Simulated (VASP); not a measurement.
Wanted: the native input for a VASP 6.6.1 run.

| Quantity | Value |
| --- | --- |
| Task | single point |
| Functional | PBE |
| Potentials or basis | VASP PAW PBE potentials, release 64 (Pb_d, Sn_d, O) |
| Cutoff | 520 eV |
| k mesh | 6 × 6 × 6 |
| Occupations | fermi-dirac, width 0.02 eV |
| Spin | no spin polarisation |
| Dipole correction | no |
| Further INCAR settings | ALGO = Normal; EDIFF = 1e-07; NBANDS = 28 |

The structure of SnPbO2 lies in POSCAR:

```
SnPbO2
1.0
    3.8682734985      0.0000000000      0.0000000000
    0.0000000000      3.8682734985      0.0000000000
    0.0000000000      0.0000000000      4.8975259038
Pb Sn O
1 1 2
Direct
    0.0000000000      0.0000000000      0.2543065904
    0.5000000000      0.5000000000      0.7752054720
    0.5000000000      0.0000000000     -0.0147560312
    0.0000000000      0.5000000000     -0.0147560312
```

These files were run (other wordings do the same):

INCAR

```
PREC = Accurate ; ENCUT = 520
EDIFF = 1E-7 ; ISMEAR = -1
SIGMA = 0.02 ; LREAL = F
LASPH = T ; NELM = 80
ALGO = Normal ; ISIF = 2
LWAVE = F ; LCHARG = T
GGA = PE ; LELF = T
LVHAR = T ; NBANDS = 28
```

KPOINTS

```
regular mesh
0
Gamma
  6 6 6
```

Potentials or basis: VASP PAW PBE potentials, release 64 (Pb_d, Sn_d, O).

The run is started by

```bash
$ cat potpaw_PBE.64/Pb_d/POTCAR potpaw_PBE.64/Sn_d/POTCAR potpaw_PBE.64/O/POTCAR > POTCAR
$ mpirun -np 1 vasp_std > vasp.out
```

It gave:

The pressure is 5.1 GPa. The largest force is 0.551 eV/Å and the band gap on the k mesh is 0.57 eV, indirect (least direct gap 1.77 eV).

Caveat: spin-orbit coupling is left out, which moves the levels of the heavy elements.

Wall time 60 s on 1 thread of Intel(R) Xeon(R) Platinum 8488C (Sapphire Rapids) (shared host), peak memory 0.23 GiB.
